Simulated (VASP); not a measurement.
A run of VASP 6.6.1:

Contents of POSCAR:

```
SiO2
1.0
    4.2266296955      0.0000000000      0.0000000000
    0.0000000000      4.2266296955      0.0000000000
    0.0000000000      0.0000000000      2.6952654449
Si O
2 4
Direct
    0.0000000000      0.0000000000      0.0000000000
    0.5000000000      0.5000000000      0.5000000000
    0.3061010378      0.3061010378      0.0000000000
    0.1938989622      0.8061010378      0.5000000000
    0.6938989622      0.6938989622      0.0000000000
    0.8061010378      0.1938989622      0.5000000000
```

File INCAR.step1:

```
PREC = Accurate
ENCUT = 520
ISMEAR = 0
SIGMA = 0.01
LREAL = False
LASPH = True
NELM = 100
NBANDS = 25
GGA = PE
ALGO = Normal
EDIFF = 1E-4
LWAVE = True
LCHARG = False
```

The input INCAR.step2:

```
PREC = Accurate
ENCUT = 520
EDIFF = 1E-6
ISMEAR = 0
SIGMA = 0.01
LREAL = False
LASPH = True
NELM = 100
ALGO = Normal
ISIF = 2
LWAVE = False
LCHARG = False
METAGGA = R2SCAN
LMIXTAU = True
NBANDS = 25
ISTART = 1
```

The input KPOINTS:

```
Automatic mesh
0
Gamma
  6 6 8
```

Potentials or basis: VASP PAW PBE potentials, release 64 (Si, O).

The run is started by

```console
$ cat potpaw_PBE.64/Si/POTCAR potpaw_PBE.64/O/POTCAR > POTCAR
$ cp INCAR.step1 INCAR
$ mpirun -np 1 vasp_std > vasp.out
$ cp INCAR.step2 INCAR
$ mpirun -np 1 vasp_std > vasp.out
```

Hardware: 1 thread of Intel(R) Xeon(R) 6975P-C (Granite Rapids) (shared host).

Problem. How long does it take, and how much memory?

Solution. It took 49 s on 1 thread of Intel(R) Xeon(R) 6975P-C (Granite Rapids) (shared host), peak memory 0.18 GiB. Counts: k points 50.
